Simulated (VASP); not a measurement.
A run of VASP 6.6.1:

INCAR

```
SYSTEM = Au
PREC     = Accurate       ! precision mode
ENCUT    = 520            ! plane-wave cutoff, eV
EDIFF    = 1E-6           ! SCF threshold, eV
ISMEAR   = 0              ! smearing method
SIGMA    = 0.15           ! smearing width, eV
LREAL    = .False.        ! projectors in reciprocal space
LASPH    = .True.         ! aspherical terms in the spheres
NELM     = 80             ! most SCF steps
ALGO     = Fast           ! electronic algorithm
ISIF     = 2              ! what is computed and relaxed
LWAVE    = .False.        ! write WAVECAR
LCHARG   = .False.        ! write CHGCAR
GGA      = PS             ! functional
NBANDS   = 18             ! bands
```

The input KPOINTS:

```
regular mesh
0
Gamma
  24 24 12
  0 0 0
```

The input POSCAR:

```
Au
1.0
    2.7935603680      0.0000000000      0.0000000000
   -1.3967801840      2.4192942457      0.0000000000
    0.0000000000      0.0000000000      4.5510491130
Au
2
Direct
    0.3333333333      0.6666666667      0.7500000000
    0.6666666667      0.3333333333      0.2500000000
```

Potentials or basis: VASP PAW PBE potentials, release 64 (Au).

The run is started by

```bash
$ cat potpaw_PBE.64/Au/POTCAR > POTCAR
$ mpirun -np 1 vasp_std > vasp.out
```

Hardware: 1 thread of AMD EPYC 9R45 96-Core Processor (Zen 5) (shared host).

Q: Estimate the wall time of this run.

A: Wall time 110 s on 1 thread of AMD EPYC 9R45 96-Core Processor (Zen 5), on a shared host, peak memory 0.28 GiB. Counts: scf iterations 12, k points 427.
